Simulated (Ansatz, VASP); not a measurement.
One calculation of CdS, two programs

```xyz
2
Lattice="0.0000 2.9126 2.9126 2.9126 0.0000 2.9126 2.9126 2.9126 0.0000" Properties=species:S:1:pos:R:3 pbc="T T T"
Cd    0.0000    0.0000    0.0000
S     1.4563    1.4563    1.4563
```

Alike in both runs: task single point; functional PBEsol; k mesh 8 × 8 × 8; occupations gaussian, width 0.02 eV; no spin polarisation.

|  | VASP | Ansatz |
| --- | --- | --- |
| version | VASP 6.6.1 | Ansatz 0.2.0 |
| potentials or method | VASP PAW PBE potentials, release 64 (Cd, S), cutoff 500 eV | scalar-relativistic, plane waves, PAW |
| valence electrons in the cell | 18 | 26 |

|  | VASP | Ansatz | Ansatz less VASP |
| --- | --- | --- | --- |
| gap on the k mesh at the Fermi level (eV) | 1.02 | 1.01 | -0.006 |
| least direct gap on the mesh (eV) | 1.02 | 1.01 | -0.006 |
| pressure (GPa) | 0.4 | 0.0 | -0.37 |

VASP's potentials were made for PBE, not for PBEsol, and Ansatz warns of the same on its side. VASP's potentials hold 18 valence electrons a cell and Ansatz's 26, so a difference there can come from the potentials and not from the codes.
